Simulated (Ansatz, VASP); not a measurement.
**Ag in VASP and in Ansatz**

```
Ag
1.0
     1.78116    1.02835    3.30294
    -1.78116    1.02835    3.30294
     0.00000   -2.05670    3.30294
Ag
2
Direct
  0.22754 0.22754 0.22754
  0.77246 0.77246 0.77246
```

Alike in both runs: task single point; functional PBEsol; k mesh 6 × 6 × 6; occupations gaussian, width 0.1 eV; no spin polarisation.

|  | VASP | Ansatz |
| --- | --- | --- |
| version | VASP 6.6.1 | Ansatz 0.2.0 |
| potentials or method | VASP PAW PBE potentials, release 64 (Ag), cutoff 500 eV | scalar-relativistic, plane waves, PAW |
| valence electrons in the cell | 22 | 38 |

Ansatz gave:

| Quantity | Value |
| --- | --- |
| gap on the k mesh at the Fermi level (eV) | none |
| pressure (GPa) | 20.0 |
| traceless stress, the component that is largest in VASP (GPa) | -4.32 |
| rms of the force components (eV/Å) | 2.477 |

Question: What did VASP give for the same quantities?

Answer: gap on the k mesh at the Fermi level (eV): none; pressure (GPa): 19.6; traceless stress, the component that is largest in VASP (GPa): -4.23; rms of the force components (eV/Å): 2.445.

VASP's potentials were made for PBE, not for PBEsol. Atom by atom the forces differ by 0.032 eV/Å (rms over components). A gap of «none» marks a metal or a gap that the smearing closes. VASP's potentials hold 22 valence electrons a cell and Ansatz's 38, so a difference there can come from the potentials and not from the codes.
